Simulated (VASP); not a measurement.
CdS, 2 atoms in the cell. It takes space group I4mm (No. 107, tetragonal). Conventional cell: a = 3.792 Å, b = 3.792 Å, c = 5.363 Å, α = 90.00°, β = 90.00°, γ = 90.00°. Cd (site symmetry 4mm) has 6 S at 2.53 to 2.84 Å within 3.3 Å. Within 3.3 Å of S (site symmetry 4mm) lie 6 Cd at 2.53 to 2.84 Å. 

| Quantity | Value |
| --- | --- |
| Program | VASP 6.6.1 |
| Task | single point |
| Functional | r2SCAN |
| Potentials or basis | VASP PAW PBE potentials, release 64 (Cd, S) |
| Cutoff | 520 eV |
| k mesh | 8 × 8 × 8 |
| Occupations | gaussian, width 0.05 eV |
| Spin | no spin polarisation |
| Dipole correction | no |
| Further INCAR settings | ALGO = Normal; EDIFF = 1e-07; NBANDS = 16 |

Potentials or basis: VASP PAW PBE potentials, release 64 (Cd, S).

Launch:

```sh
$ cat potpaw_PBE.64/Cd/POTCAR potpaw_PBE.64/S/POTCAR > POTCAR
$ cp INCAR.step1 INCAR
$ mpirun -np 1 vasp_std > vasp.out
$ cp INCAR.step2 INCAR
$ mpirun -np 1 vasp_std > vasp.out
```

Hardware: 1 thread of Intel(R) Xeon(R) Platinum 8375C CPU @ 2.90GHz (Ice Lake) (shared host).

Estimate the wall time of this run.

Run time: 98 s on 1 thread of Intel(R) Xeon(R) Platinum 8375C CPU @ 2.90GHz (Ice Lake) (shared host), peak memory 0.19 GiB. Counts: k points 59.
